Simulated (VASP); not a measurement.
# Ta3Ag (P6_3/mmc) in VASP: notebook, part 2 of 2

VASP 6.6.1.

## Step 3: Single point, PBE

This run uses another cell than the first one, of 17.65 Å³/atom, 0.973 times its volume.

Input file INCAR:

```
SYSTEM = Ta3Ag
PREC     = Accurate       ! precision mode
ENCUT    = 520            ! plane-wave cutoff, eV
EDIFF    = 1E-7           ! SCF threshold, eV
ISMEAR   = 0              ! smearing method
SIGMA    = 0.1            ! smearing width, eV
LREAL    = .False.        ! projectors in reciprocal space
LASPH    = .True.         ! aspherical terms in the spheres
NELM     = 60             ! most SCF steps
ALGO     = Fast           ! electronic algorithm
ISIF     = 2              ! what is computed and relaxed
LWAVE    = .False.        ! write WAVECAR
LCHARG   = .True.         ! write CHGCAR
GGA      = PE             ! functional
LELF     = .True.         ! ELF
LVHAR    = .True.       
NBANDS   = 54             ! bands
```

Input file KPOINTS:

```
regular mesh
0
Gamma
  6 6 4
  0 0 0
```

Input file POSCAR:

```
Ta3Ag
1.0
    5.8778905361      0.0000000000      0.0000000000
   -2.9389452681      5.0904025250      0.0000000000
    0.0000000000      0.0000000000      4.7179140686
Ta Ag
6 2
Direct
    0.8330000000      0.6660000000      0.2500000000
    0.1670000000      0.8330000000      0.7500000000
    0.3340000000      0.1670000000      0.2500000000
    0.1670000000      0.3340000000      0.7500000000
    0.8330000000      0.1670000000      0.2500000000
    0.6660000000      0.8330000000      0.7500000000
    0.3333333333      0.6666666667      0.2500000000
    0.6666666667      0.3333333333      0.7500000000
```

Potentials or basis: VASP PAW PBE potentials, release 64 (Ta_pv, Ag).

On the command line:

```
cat potpaw_PBE.64/Ta_pv/POTCAR potpaw_PBE.64/Ag/POTCAR > POTCAR
mpirun -np 1 vasp_std > vasp.out
```

OUTCAR:

```text
SYSTEM = Ta3Ag
   PREC = Accurate
   ENCUT = 520
   EDIFF = 1E-7
   ISMEAR = 0
   LREAL = .False.
   LASPH = .True.
   NELM = 60
   ISIF = 2
   GGA = PE

 ion  position               nearest neighbor table
   1  0.833  0.666  0.250-   8 2.90   8 2.90   2 2.91   2 2.91   6 2.91   6 2.91   3 2.93   5 2.93
                             7 2.94   7 2.94   3 2.94   5 2.94
   2  0.167  0.833  0.750-   7 2.90   7 2.90   1 2.91   1 2.91   3 2.91   3 2.91   6 2.93   4 2.93
                             8 2.94   8 2.94   6 2.94   4 2.94
   3  0.334  0.167  0.250-   8 2.90   8 2.90   4 2.91   4 2.91   2 2.91   2 2.91   5 2.93   1 2.93
                             7 2.94   7 2.94   5 2.94   1 2.94
   4  0.167  0.334  0.750-   7 2.90   7 2.90   5 2.91   5 2.91   3 2.91   3 2.91   6 2.93   2 2.93
                             8 2.94   8 2.94   6 2.94   2 2.94
   5  0.833  0.167  0.250-   8 2.90   8 2.90   4 2.91   4 2.91   6 2.91   6 2.91   3 2.93   1 2.93
                             7 2.94   7 2.94   3 2.94   1 2.94
   6  0.666  0.833  0.750-   7 2.90   7 2.90   1 2.91   1 2.91   5 2.91   5 2.91   2 2.93   4 2.93
                             8 2.94   8 2.94   2 2.94   4 2.94
   7  0.333  0.667  0.250-   2 2.90   2 2.90   6 2.90   6 2.90   4 2.90   4 2.90   1 2.94   3 2.94
                             5 2.94   5 2.94   1 2.94   3 2.94
   8  0.667  0.333  0.750-   5 2.90   5 2.90   3 2.90   3 2.90   1 2.90   1 2.90   4 2.94   6 2.94
                             2 2.94   2 2.94   4 2.94   6 2.94

  LATTYP: Found a hexagonal cell.
 ALAT       =     5.8778905361
 C/A-ratio  =     0.8026542923

  Lattice vectors:

 A1 = (   5.8778905361,   0.0000000000,   0.0000000000)
 A2 = (  -2.9389452681,   5.0904025250,   0.0000000000)
 A3 = (   0.0000000000,   0.0000000000,   4.7179140686)

Analysis of symmetry for initial positions (statically):
=====================================================================
 Subroutine PRICEL returns:
 Original cell was already a primitive cell.

 Routine SETGRP: Setting up the symmetry group for a
 hexagonal supercell.

 Subroutine GETGRP returns: Found 24 space group operations
 (whereof 12 operations were pure point group operations)
 out of a pool of 24 trial point group operations.

[... 153 lines left out ...]
   LEPSILON=     F    determine dielectric tensor
   LRPA    =     F    only Hartree local field effects (RPA)
 non-spin polarized calculation
 RMM-DIIS sequential band-by-band and
 Gauss-broadening in eV      SIGMA  =   0.10
  energy-cutoff  :      520.00
  volume of cell :      141.16
 maximum number of plane-waves:      3817
 NGX is ok and might be reduce to    48
   NGX = 21   NGY = 21   NGZ = 17

 number of electron      88.0000020 magnetization

 Free energy of the ion-electron system (eV)
  ---------------------------------------------------
  ext. energy  EPLUGINS =         0.00000000
  ---------------------------------------------------
  free energy    TOTEN  =       -73.73303890 eV

  energy without entropy =      -73.68938914  energy(sigma->0) =      -73.71121402

 E-fermi :   6.7414     XC(G=0): -12.5866

 val. band max:        6.7203198985   @ k =   0.1667   0.1667   0.0000
 cond. band min:       6.7472381141   @ k =   0.0000   0.0000   0.0000
 fundamental gap:      0.0269182156
 Fermi energy:         6.7413569371

 k-point     1 :       0.0000    0.0000    0.0000
  band No.  band energies     occupation
      1     -27.9714      2.00000
      2     -27.8775      2.00000
      3     -27.7599      2.00000
      4     -27.6543      2.00000
      5     -27.6543      2.00000
      6     -27.5910      2.00000
[... 1186 lines left out ...]
     53       9.2627      0.00000
     54       9.2628      0.00000

------------------------ aborting loop because EDIFF is reached ----------------------------------------

  FORCE on cell =-STRESS in cart. coord.  units (eV):
  Direction    XX          YY          ZZ          XY          YZ          ZX
  --------------------------------------------------------------------------------------
  -------------------------------------------------------------------------------------
  Total        2.6731567      2.6731567      6.7790622     -0.0000000      0.0000000      0.0000000
  in kB       30.3397050     30.3397050     76.9407745     -0.0000000      0.0000000      0.0000000
  external PRESSURE =      45.8733948 kB  Pullay stress =       0.0000000 kB

 VOLUME and BASIS-vectors are now :
 -----------------------------------------------------------------------------
  energy-cutoff  :      520.00
  volume of cell :      141.16
      direct lattice vectors                 reciprocal lattice vectors
     5.877890536  0.000000000  0.000000000     0.170129061  0.098224059  0.000000000
    -2.938945268  5.090402525  0.000000000     0.000000000  0.196448119  0.000000000
     0.000000000  0.000000000  4.717914069     0.000000000  0.000000000  0.211958078

 POSITION                                       TOTAL-FORCE (eV/Angst)
 -----------------------------------------------------------------------------------
      2.93895      3.39021      1.17948        -0.000000      0.437646     -0.000000
     -1.46653      4.24031      3.53844        -0.379012      0.218823      0.000000
      1.47241      0.85010      1.17948        -0.379012     -0.218823     -0.000000
     -0.00000      1.70019      3.53844         0.000000     -0.437646      0.000000
      4.40548      0.85010      1.17948         0.379012     -0.218823     -0.000000
      1.46653      4.24031      3.53844         0.379012      0.218823      0.000000
     -0.00000      3.39360      1.17948         0.000000     -0.000000     -0.000000
      2.93895      1.69680      3.53844        -0.000000      0.000000     -0.000000
 -----------------------------------------------------------------------------------
    total drift:                               -0.000000      0.000000     -0.000000

  FREE ENERGIE OF THE ION-ELECTRON SYSTEM (eV)
  ---------------------------------------------------
  free  energy   TOTEN  =       -73.7330388993 eV

  energy  without entropy=      -73.6893891408  energy(sigma->0) =      -73.71121402
```

OSZICAR:

```text
N       E                     dE             d eps       ncg     rms          rms(c)
DAV:   1     0.877431838433E+03    0.87743E+03   -0.47919E+04  2276   0.170E+03
DAV:   2    -0.344950529574E+02   -0.91193E+03   -0.89116E+03  2418   0.492E+02
DAV:   3    -0.770824569457E+02   -0.42587E+02   -0.40976E+02  2764   0.957E+01
[... 10 lines left out ...]
RMM:  14    -0.737330274767E+02    0.11606E-04   -0.32612E-04  2875   0.598E-02    0.168E-02
RMM:  15    -0.737330377000E+02   -0.10223E-04   -0.10958E-04  3208   0.255E-02    0.942E-03
RMM:  16    -0.737330381688E+02   -0.46888E-06   -0.98578E-06  2824   0.877E-03    0.352E-03
RMM:  17    -0.737330390125E+02   -0.84364E-06   -0.27993E-06  2453   0.602E-03    0.235E-03
RMM:  18    -0.737330388308E+02    0.18164E-06   -0.84567E-07  2295   0.295E-03    0.366E-04
RMM:  19    -0.737330388993E+02   -0.68421E-07   -0.17729E-07  1754   0.121E-03
   1 F= -.73733039E+02 E0= -.73711214E+02  d E =-.436498E-01
```

It took 3.6 min on 1 thread of Intel Xeon Platinum 8259CL at 2.50GHz (Skylake/Cascade Lake), shared host; peak memory 0.34 GiB.

Results:

| Property | Result |
| --- | --- |
| Free energy | -73.7330 eV |
| Pressure | 4.6 GPa |
| Largest force | 0.438 eV/Å |
| Band gap on the k mesh | zero (band 44 reaches 7.32 eV, above the bottom of band 45 at 6.57 eV) |

Forces in eV/Å, atoms in the order of the input:
```
Ta   0.000  0.438  0.000
Ta  -0.379  0.219  0.000
Ta  -0.379 -0.219  0.000
Ta   0.000 -0.438  0.000
Ta   0.379 -0.219  0.000
Ta   0.379  0.219  0.000
Ag   0.000  0.000  0.000
Ag   0.000  0.000  0.000
```

Stress tensor (GPa, compression positive):
```
3.03 0.00 0.00
0.00 3.03 0.00
0.00 0.00 7.69
```

Caveat: spin-orbit coupling is left out, which moves the levels of the heavy elements.
